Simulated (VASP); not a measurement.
The system is TiO2.

```xyz
6
Lattice="4.5998 0.0000 0.0000 0.0000 4.5998 0.0000 0.0000 0.0000 2.9592" Properties=species:S:1:pos:R:3 pbc="T T T"
Ti    0.0000    0.0000    1.4796
Ti    2.2999    2.2999    0.0000
O     1.3998    1.3998    1.4796
O     0.9001    3.6997    0.0000
O     3.6997    0.9001    0.0000
O     3.2000    3.2000    1.4796
```

Base run:

| Item | Value |
| --- | --- |
| Program | VASP 6.6.1 |
| Functional | b88 exchange, pbe correlation |
| Potentials or basis | VASP PAW PBE potentials, release 64 (Ti_sv, O) |
| Cutoff | 600 eV |
| k mesh | 6 × 6 × 9 |
| Occupations | fermi-dirac, width 0.05 eV |
| Spin | no spin polarisation |

Its results: band gap on the k mesh 1.84 eV; pressure 4.2 GPa; largest force 0.011 eV/Å.

Problem. The run is repeated on the same cell with these changes: functional from b88 exchange, pbe correlation to SVWN5; cutoff from 600 eV to 520 eV. What comes out?

Solution. Band gap on the k mesh 1.75 eV; pressure -8.3 GPa; largest force 0.106 eV/Å.

Caveats: the PAW data sets were made with another functional, which shifts forces and pressure a little; an odd mesh through Γ misses points on the zone boundary, where band edges can lie; the cell stands under pressure (at least some runs); the cell stands under tension (at least some runs).
